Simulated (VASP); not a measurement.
## AgCl: single point with r2SCAN

The system is AgCl.

```xyz
2
Lattice="0.0000 2.7454 2.7454 2.7731 -0.0277 2.7731 2.7731 2.7731 -0.0277" Properties=species:S:1:pos:R:3 pbc="T T T"
Ag    2.7731    2.7454    2.7454
Cl    0.0000    0.0000    0.0000
```

This cell differs from its parent crystal: strain -0.0200 x Voigt [0, 0, 0, 1, 0, 0].

* Program: VASP 6.6.1
* Task: single point
* Functional: r2SCAN
* Potentials or basis: VASP PAW PBE potentials, release 64 (Ag, Cl)
* Cutoff: 550 eV
* k mesh: 8 × 8 × 8
* Occupations: gaussian, width 0.05 eV
* Spin: no spin polarisation

```json
{
 "Pressure": "-0.1 GPa",
 "Band gap on the k mesh": "1.40 eV, indirect (least direct gap 3.69 eV)"
}
```

Stress tensor (GPa, compression positive):
```
-0.11  0.00  0.00
 0.00 -0.11  0.11
 0.00  0.11 -0.11
```

Levels at points of the mesh, in eV from the valence-band top:
```csv
k point,band 7,band 8,band 9,band 10,band 11,band 12
"(0.00, 0.00, 0.00)",-2.42,-2.40,-2.40,1.40,11.20,11.32
"(0.50, 0.00, 0.00)",-1.76,-0.02,0.00,4.65,7.19,8.13
"(0.00, 0.50, 0.00)",-1.78,-0.04,-0.02,4.72,7.09,8.27
"(0.50, 0.50, 0.00)",-1.97,-1.97,-1.86,2.91,8.33,9.21
"(0.00, 0.50, 0.50)",-1.97,-1.97,-1.86,2.91,8.33,9.22
```

Run time: 2.1 min on 1 thread of Intel(R) Xeon(R) 6975P-C (Granite Rapids), with other jobs on the host, peak memory 0.22 GiB.

Caveat: the cell differs from its parent crystal (strain -0.0200 x Voigt [0, 0, 0, 1, 0, 0]); the PAW data sets were made with another functional, which shifts forces and pressure a little. A k mesh can miss the band edges.
